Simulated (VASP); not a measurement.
Ca: single point with LDA

Ca:

```
CELL_PARAMETERS angstrom
-2.11467 2.11467 2.11467
2.11467 -2.11467 2.11467
2.11467 2.11467 -2.11467
ATOMIC_POSITIONS crystal
Ca 0.00000 0.00000 0.00000
```

This isn't the form of Ca at room conditions, which is fcc.

- Program: VASP 6.6.1
- Task: single point
- Functional: LDA
- Potentials or basis: VASP PAW LDA potentials, release 64 (Ca_sv)
- Cutoff: 500 eV
- k mesh: 15 × 15 × 15
- Occupations: fermi-dirac, width 0.1 eV
- Spin: no spin polarisation

```json
{
 "Pressure": "0.0 GPa",
 "Band gap on the k mesh": "zero (bands 5 and 6 overlap by 0.39 eV)"
}
```

Levels at points of the mesh, in eV from the Fermi level:
```tsv
k point	band 1	band 2	band 3	band 4	band 5	band 6	band 7	band 8	band 9	band 10
(0.00, 0.00, 0.00)	-41.32	-22.51	-22.51	-22.51	-4.23	2.34	2.34	2.34	3.54	3.54
```

It took 50 s on 1 thread of Intel Xeon 8259CL (shared host), peak memory 0.17 GiB.
